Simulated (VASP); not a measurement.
# Al2Cu (Pmm2) in VASP: further runs, part 2 of 2

VASP 6.6.1. Earlier steps stand in the parts before.

## Step 3: Single point, PBE

INCAR

```
PREC = Accurate
ENCUT = 520
EDIFF = 1E-6
ISMEAR = 0
SIGMA = 0.15
LREAL = False
LASPH = True
NELM = 100
ALGO = Fast
ISIF = 2
LWAVE = False
LCHARG = False
GGA = PE
NBANDS = 16
```

KPOINTS

```
regular mesh
0
Gamma
  10 10 14
```

POSCAR

```
Al2Cu
1.0
    4.0111275847      0.0000000000      0.0000000000
    0.0000000000      4.0111275847      0.0000000000
    0.0000000000      0.0000000000      2.8847334069
Al Cu
2 1
Direct
    0.5000000000      0.0058614588      0.5000000000
    0.0000000000      0.4741577779      0.5000000000
    0.0000000000      0.0084838028      0.0000000000
```

Potentials or basis: VASP PAW PBE potentials, release 64 (Al, Cu).

On the command line:

```console
$ cat potpaw_PBE.64/Al/POTCAR potpaw_PBE.64/Cu/POTCAR > POTCAR
$ mpirun -np 1 vasp_std > vasp.out
```

OUTCAR:

```text
PREC = Accurate
   ENCUT = 520
   EDIFF = 1E-6
   ISMEAR = 0
   LREAL = False
   LASPH = True
   NELM = 100
   ISIF = 2
   GGA = PE

 ion  position               nearest neighbor table
   1  0.500  0.006  0.500-   3 2.47   3 2.47   3 2.47   3 2.47   2 2.75   2 2.75   2 2.93   2 2.93

   2  0.000  0.474  0.500-   3 2.36   3 2.36   3 2.58   3 2.58   1 2.75   1 2.75   1 2.93   1 2.93

   3  0.000  0.008  0.000-   2 2.36   2 2.36   1 2.47   1 2.47   1 2.47   1 2.47   2 2.58   2 2.58

  LATTYP: Found a simple tetragonal cell.
 ALAT       =     4.0111275847
 C/A-ratio  =     0.7191826602

  Lattice vectors:

 A1 = (   4.0111275847,   0.0000000000,   0.0000000000)
 A2 = (   0.0000000000,   4.0111275847,   0.0000000000)
 A3 = (   0.0000000000,   0.0000000000,   2.8847334069)

Analysis of symmetry for initial positions (statically):
=====================================================================
 Subroutine PRICEL returns:
 Original cell was already a primitive cell.

 Routine SETGRP: Setting up the symmetry group for a
 simple tetragonal supercell.

 Subroutine GETGRP returns: Found  4 space group operations
 (whereof  4 operations were pure point group operations)
 out of a pool of 16 trial point group operations.

The static configuration has the point symmetry C_2v.

Analysis of symmetry for dynamics (positions and initial velocities):
=====================================================================
 Subroutine PRICEL returns:
 Original cell was already a primitive cell.

 Routine SETGRP: Setting up the symmetry group for a
 simple tetragonal supercell.

 Subroutine GETGRP returns: Found  4 space group operations
 (whereof  4 operations were pure point group operations)
 out of a pool of 16 trial point group operations.

The dynamic configuration has the point symmetry C_2v.
[... 113 lines left out ...]
   NUPDOWN=      -1.0000    fix difference up-down
   EMIN   =  10.00;   EMAX   =-10.00  energy-range for DOS
   EFERMI =   0.00;   METHOD = LEGACY
   ISMEAR =     0;   SIGMA  =   0.15  broadening in eV -4-tet -1-fermi 0-gaus
   EFERMI_NEDOS =   21; number of points for ismear=-14 and -15
   IALGO  =     68    algorithm
   IMIX   =      4    mixing-type and parameters
     AMIX     =   0.40;   BMIX     =  1.00
     AMIX_MAG =   1.60;   BMIX_MAG =  1.00
  volume/ion in A,a.u.               =      15.47       104.40
  Fermi-wavevector in a.u.,A,eV,Ry     =   1.171327  2.213488 18.667297  1.372008
  Thomas-Fermi vector in A             =   2.307773
   LORBIT       =      0    0 simple, 1 ext, 2 COOP (PROOUT), +10 PAW based schemes
   GGA     = PE    functional components
   LHFCALC =     F    Hartree Fock is set to
   AEXX    =    0.0000 exact exchange contribution
   IVDW    =     0    specifies the selected vdW correction
   LEPSILON=     F    determine dielectric tensor
   LRPA    =     F    only Hartree local field effects (RPA)
 non-spin polarized calculation
 RMM-DIIS sequential band-by-band and
 Gauss-broadening in eV      SIGMA  =   0.15
  energy-cutoff  :      520.00
  volume of cell :       46.41
 maximum number of plane-waves:      1264
 NGX is ok and might be reduce to    30
   NGX = 15   NGY = 15   NGZ = 11

 number of electron      16.9999995 magnetization

 Free energy of the ion-electron system (eV)
  ---------------------------------------------------
  ext. energy  EPLUGINS =         0.00000000
  ---------------------------------------------------
  free energy    TOTEN  =       -11.14697017 eV

  energy without entropy =      -11.13746403  energy(sigma->0) =      -11.14221710

 E-fermi :   7.5863     XC(G=0): -10.5859

 val. band max:        7.5761960844   @ k =   0.0000   0.5000   0.3571
 cond. band min:       7.5868086520   @ k =  -0.2000   0.4000   0.2857
 fundamental gap:      0.0106125677
 Fermi energy:         7.5863087990

 k-point     1 :       0.0000    0.0000    0.0000
  band No.  band energies     occupation
      1      -3.2087      2.00000
      2       2.0893      2.00000
      3       2.4981      2.00000
      4       3.2197      2.00000
      5       3.3638      2.00000
      6       3.3825      2.00000
[... 433 lines left out ...]
      3       2.3296      2.00000
      4       2.8675      2.00000
      5       3.2407      2.00000
      6       3.3505      2.00000
[... 8 lines left out ...]
     15      17.4229      0.00000
     16      19.3398      0.00000

 [... further k-points ...]
[... 5 lines left out ...]
  --------------------------------------------------------------------------------------
  -------------------------------------------------------------------------------------
  Total        2.2475101      2.4959027      1.5452740      0.0000000      0.0000000      0.0000000
  in kB       77.5842553     86.1587907     53.3430000      0.0000000      0.0000000      0.0000000
  external PRESSURE =      72.3620153 kB  Pullay stress =       0.0000000 kB

 VOLUME and BASIS-vectors are now :
 -----------------------------------------------------------------------------
  energy-cutoff  :      520.00
  volume of cell :       46.41
      direct lattice vectors                 reciprocal lattice vectors
     4.011127585  0.000000000  0.000000000     0.249306455  0.000000000  0.000000000
     0.000000000  4.011127585  0.000000000     0.000000000  0.249306455  0.000000000
     0.000000000  0.000000000  2.884733407     0.000000000  0.000000000  0.346652484

 POSITION                                       TOTAL-FORCE (eV/Angst)
 -----------------------------------------------------------------------------------
      2.00556      0.02351      1.44237         0.000000     -0.369934      0.000000
      0.00000      1.90191      1.44237         0.000000      1.500618      0.000000
      0.00000      0.03403      0.00000         0.000000     -1.130684      0.000000
 -----------------------------------------------------------------------------------
    total drift:                                0.000000     -0.000724     -0.000001

  FREE ENERGIE OF THE ION-ELECTRON SYSTEM (eV)
  ---------------------------------------------------
  free  energy   TOTEN  =       -11.1469701700 eV

  energy  without entropy=      -11.1374640284  energy(sigma->0) =      -11.14221710
```

OSZICAR:

```text
N       E                     dE             d eps       ncg     rms          rms(c)
DAV:   1     0.631955730826E+02    0.63196E+02   -0.69587E+03  9288   0.112E+03
DAV:   2    -0.105701758994E+02   -0.73766E+02   -0.65553E+02  9760   0.205E+02
DAV:   3    -0.132961003886E+02   -0.27259E+01   -0.26591E+01 12384   0.439E+01
DAV:   4    -0.133563211448E+02   -0.60221E-01   -0.60198E-01 11384   0.559E+00
DAV:   5    -0.133593191228E+02   -0.29980E-02   -0.29979E-02 14352   0.139E+00    0.138E+01
RMM:   6    -0.147746872107E+02   -0.14154E+01   -0.31933E+01 11520   0.870E+01    0.115E+01
RMM:   7    -0.111990052351E+02    0.35757E+01   -0.86823E+00 10481   0.486E+01    0.128E+00
RMM:   8    -0.111567762928E+02    0.42229E-01   -0.70664E-01 10129   0.132E+01    0.134E+00
RMM:   9    -0.111467148041E+02    0.10061E-01   -0.96371E-02 11163   0.424E+00    0.420E-01
RMM:  10    -0.111475165798E+02   -0.80178E-03   -0.33350E-02 11960   0.239E+00    0.337E-01
RMM:  11    -0.111466265216E+02    0.89006E-03   -0.11133E-02 12277   0.134E+00    0.104E-01
RMM:  12    -0.111469048321E+02   -0.27831E-03   -0.38595E-03 13251   0.593E-01    0.468E-02
RMM:  13    -0.111469647203E+02   -0.59888E-04   -0.73315E-04 12913   0.283E-01    0.454E-02
RMM:  14    -0.111469664321E+02   -0.17118E-05   -0.27941E-04 13346   0.168E-01    0.120E-02
RMM:  15    -0.111469702669E+02   -0.38348E-05   -0.58560E-05 13953   0.572E-02    0.141E-02
RMM:  16    -0.111469701700E+02    0.96845E-07   -0.39063E-06 10227   0.201E-02
   1 F= -.11146970E+02 E0= -.11142217E+02  d E =-.950614E-02
```

Wall time 4.5 min (1 thread of Intel Xeon Platinum 8488C (Sapphire Rapids), shared host); peak memory 0.32 GiB.

Results:

```
Free energy   : -11.1470 eV
Pressure      : 7.2 GPa
Largest force : 1.501 eV/Å
```

Forces on the atoms (eV/Å):
```
Al   0.000 -0.370  0.000
Al   0.000  1.501  0.000
Cu   0.000 -1.131  0.000
```

Stress tensor (GPa, compression positive):
```
7.76 0.00 0.00
0.00 8.62 0.00
0.00 0.00 5.33
```

Caveat: forces of over 1 eV/Å act on the atoms, so gaps and moduli don't describe the material at rest.

## Step 4: Single point, PBE

This run uses another cell than the first one, of 15.90 Å³/atom, 1.028 times its volume.

INCAR

```
SYSTEM = Al2Cu
PREC     = Accurate       ! precision mode
ENCUT    = 520            ! plane-wave cutoff, eV
EDIFF    = 1E-7           ! SCF threshold, eV
ISMEAR   = 0              ! smearing method
SIGMA    = 0.15           ! smearing width, eV
LREAL    = .False.        ! projectors in reciprocal space
LASPH    = .True.         ! aspherical terms in the spheres
NELM     = 80             ! most SCF steps
ALGO     = Fast           ! electronic algorithm
ISIF     = 2              ! what is computed and relaxed
LWAVE    = .False.        ! write WAVECAR
LCHARG   = .False.        ! write CHGCAR
GGA      = PE             ! functional
NBANDS   = 16             ! bands
```

KPOINTS

```
regular mesh
0
Gamma
  10 10 14
  0 0 0
```

POSCAR

```
Al2Cu
1.0
    4.0663511639      0.0000000000      0.0000000000
    0.0000000000      4.0663511639      0.0000000000
    0.0000000000      0.0000000000      2.8847334069
Al Cu
2 1
Direct
    0.5000000000      0.0078152784      0.5000000000
    0.0000000000      0.4655437038      0.5000000000
    0.0000000000      0.0113117371      0.0000000000
```

On the command line:

```console
$ cat potpaw_PBE.64/Al/POTCAR potpaw_PBE.64/Cu/POTCAR > POTCAR
$ mpirun -np 1 vasp_std > vasp.out
```

It took 8.4 min on 1 thread of Intel Xeon Platinum 8488C (Sapphire Rapids), shared host; peak memory 0.32 GiB.

The run converged. Its results:

| Property | Result |
| --- | --- |
| Free energy | -11.1205 eV |
| Pressure | 4.4 GPa |
| Largest force | 1.854 eV/Å |

Forces in eV/Å, atoms in the order of the input:
```
Al   0.000 -0.432  0.000
Al   0.000  1.854  0.000
Cu   0.000 -1.422  0.000
```

Stress tensor (GPa, compression positive):
```
3.95 0.00 0.00
0.00 5.52 0.00
0.00 0.00 3.76
```

Levels at points of the mesh, in eV from the Fermi level:
| k point | band 7 | band 8 | band 9 | band 10 | band 11 | band 12 |
| --- | --- | --- | --- | --- | --- | --- |
| (0.00, 0.00, 0.00) | -2.37 | -2.27 | 0.05 | 0.94 | 5.90 | 6.42 |
| (0.50, 0.00, 0.00) | -4.16 | -0.90 | 1.60 | 1.93 | 2.05 | 7.32 |
| (0.00, 0.50, 0.00) | -4.12 | -1.08 | 1.74 | 1.80 | 2.15 | 7.25 |
| (0.50, 0.50, 0.00) | -4.19 | -4.15 | -2.41 | 8.58 | 8.64 | 9.05 |
| (0.00, 0.00, 0.50) | -3.10 | 2.52 | 2.54 | 2.55 | 2.79 | 3.01 |
| (0.50, 0.00, 0.50) | -3.08 | -2.55 | -1.72 | 3.71 | 4.16 | 4.19 |
| (0.00, 0.50, 0.50) | -3.08 | -2.43 | -1.72 | 3.55 | 4.03 | 4.60 |
| (0.50, 0.50, 0.50) | -2.29 | -2.27 | -0.96 | -0.77 | -0.01 | 0.01 |

Caveat: forces of over 1 eV/Å act on the atoms, so gaps and moduli don't describe the material at rest.

## Step 5: Single point, PBE

This run uses another cell than the first one, of 15.90 Å³/atom, 1.028 times its volume.

Edit INCAR of step 4 so:

```diff
@@ -8,3 +8,3 @@
 LASPH    = .True.         ! aspherical terms in the spheres
-NELM     = 80             ! most SCF steps
+NELM     = 100            ! most SCF steps
 ALGO     = Fast           ! electronic algorithm
```

KPOINTS

```
Automatic mesh
0
Gamma
  10 10 14
  0 0 0
```

POSCAR

```
Al2Cu
1.0
    4.0663511639      0.0000000000      0.0000000000
    0.0000000000      4.0663511639      0.0000000000
    0.0000000000      0.0000000000      2.8847334069
Al Cu
2 1
Direct
    0.5000000000      0.0058614588      0.5000000000
    0.0000000000      0.4741577779      0.5000000000
    0.0000000000      0.0084838028      0.0000000000
```

On the command line:

```console
$ cat potpaw_PBE.64/Al/POTCAR potpaw_PBE.64/Cu/POTCAR > POTCAR
$ mpirun -np 1 vasp_std > vasp.out
```

Run time: 6.6 min. Hardware: 1 thread of Intel Xeon Platinum 8488C (Sapphire Rapids), shared host; peak memory 0.32 GiB.

The run converged. Its results:

| Item | Value |
| --- | --- |
| Free energy | -11.1941 eV |
| Pressure | 3.7 GPa |
| Largest force | 1.369 eV/Å |

Forces on the atoms (eV/Å):
```
Al   0.000 -0.322  0.000
Al   0.000  1.369  0.000
Cu   0.000 -1.047  0.000
```

Stress tensor (GPa, compression positive):
```
3.65 0.00 0.00
0.00 4.55 0.00
0.00 0.00 2.97
```

Levels at points of the mesh, in eV from the Fermi level:
```csv
k point,band 7,band 8,band 9,band 10,band 11,band 12
"(0.00, 0.00, 0.00)",-2.35,-2.30,0.06,0.95,5.92,6.41
"(0.50, 0.00, 0.00)",-4.12,-0.94,1.62,1.89,2.07,7.34
"(0.00, 0.50, 0.00)",-4.10,-1.04,1.70,1.82,2.13,7.29
"(0.50, 0.50, 0.00)",-4.15,-4.13,-2.42,8.60,8.63,9.15
"(0.00, 0.00, 0.50)",-3.07,2.56,2.56,2.56,2.80,2.95
"(0.50, 0.00, 0.50)",-3.08,-2.52,-1.72,3.71,4.14,4.28
"(0.00, 0.50, 0.50)",-3.07,-2.46,-1.72,3.61,4.06,4.53
"(0.50, 0.50, 0.50)",-2.27,-2.26,-0.96,-0.80,-0.02,0.00
```

Caveat: forces of over 1 eV/Å act on the atoms, so gaps and moduli don't describe the material at rest.
